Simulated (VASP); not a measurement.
Here is a VASP 6.6.1 calculation.

File INCAR:

```
PREC = Accurate
ENCUT = 520
EDIFF = 1E-6
ISMEAR = 0
SIGMA = 0.1
LREAL = Auto
LASPH = T
NELM = 60
ALGO = Normal
ISIF = 2
LWAVE = F
LCHARG = T
GGA = PE
LELF = T
LVHAR = T
ISYM = 0
NBANDS = 46
```

KPOINTS

```
Automatic mesh
0
Gamma
  2 2 2
  0.5 0.5 0.5
```

The input POSCAR:

```
Si13C3
1.0
   -5.2059102004      5.2109238089      0.1128459171
   -5.1696436177      0.1491124997      5.2497492491
   -0.1508007764      5.1729689496      5.2480609724
C Si
3 13
Direct
    0.0008710043      0.0012005525      0.5024777085
    0.5270913927      0.5235894469      0.0245223605
    0.3460904123      0.3486561566      0.8501332521
    1.0021717423     -0.0038332029      0.9973349771
    0.4816166569      0.0363590042      0.9854988129
    1.0370050620      0.4826791754     -0.0158874750
    0.4977782694      1.0007668849      0.5016052234
    0.0024426963      0.4963253889      0.4972044341
    0.4816746525      0.4841172778      0.5376949820
    0.8846967378      0.8933523383      0.3951584709
    0.3358107239      0.8883466554      0.3898108534
    0.8842745825      0.3378312989      0.3886355354
    0.8842147706      0.8871140311      0.8391873847
    0.3916070413      0.3945976046      0.3398575226
    0.3914865342      0.8385609598      0.8958971296
    0.8366162797      0.3939509690      0.8953312211
```

Potentials or basis: VASP PAW PBE potentials, release 64 (C, Si).

Run with:

```console
$ cat potpaw_PBE.64/C/POTCAR potpaw_PBE.64/Si/POTCAR > POTCAR
$ mpirun -np 1 vasp_std > vasp.out
```

Problem. What does it give for the largest force?

Solution. 0.015 eV/Å.

Problem. Predict the band gap on the k mesh.

Solution. 0.28 eV, indirect (least direct gap 0.29 eV).

Problem. Estimate the pressure.

Solution. 0.0 GPa.

Forces on the atoms (eV/Å):
```
C   -0.001  0.001 -0.001
C    0.003 -0.004  0.007
C    0.000  0.006 -0.001
Si  -0.001  0.002  0.001
Si   0.006  0.004 -0.006
Si   0.004 -0.005  0.003
Si   0.001  0.004  0.001
Si   0.004  0.003  0.001
Si  -0.008 -0.008 -0.009
Si   0.005 -0.009 -0.010
Si  -0.006  0.006 -0.005
Si  -0.007 -0.006  0.007
Si   0.004  0.008  0.010
Si   0.011  0.006  0.004
Si  -0.008 -0.012  0.005
Si  -0.007  0.004 -0.006
```

A k mesh can miss the band edges.
